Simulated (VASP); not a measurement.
## C: single point with PBE+D3(BJ)

C, a slab with vacuum:

```
CELL_PARAMETERS angstrom
2.51503 0.00000 0.00000
-1.25752 2.17808 0.00000
0.00000 0.00000 26.00322
ATOMIC_POSITIONS crystal
C 0.66667 0.33333 0.50000
C 0.33333 0.66667 0.50000
```

This cell differs from its parent crystal: biaxial strain +0.020, then relaxed in part.

* Program: VASP 6.6.1
* Task: single point
* Functional: PBE
* Dispersion: D3(BJ)
* Potentials or basis: VASP PAW PBE potentials, release 64 (C)
* Cutoff: 520 eV
* k mesh: 18 × 18 × 1
* Occupations: gaussian, width 0.1 eV
* Spin: no spin polarisation

```
Band gap on the k mesh     : zero (filled and empty bands touch)
Dispersion energy per atom : -0.087 eV
```

Levels at points of the mesh, in eV from the Fermi level:
```csv
k point,band 1,band 2,band 3,band 4,band 5,band 6,band 7,band 8
"(0.00, 0.00, 0.00)",-19.05,-7.23,-3.06,-3.06,3.44,4.20,4.47,4.93
"(0.50, 0.00, 0.00)",-14.07,-12.87,-6.26,-2.25,1.65,6.80,10.97,11.13
```

Wall time 46 s on 1 thread of Intel(R) Xeon(R) 6975P-C (Granite Rapids), with other jobs on the host, peak memory 0.26 GiB.

Caveat: the cell differs from its parent crystal (biaxial strain +0.020, then relaxed in part).
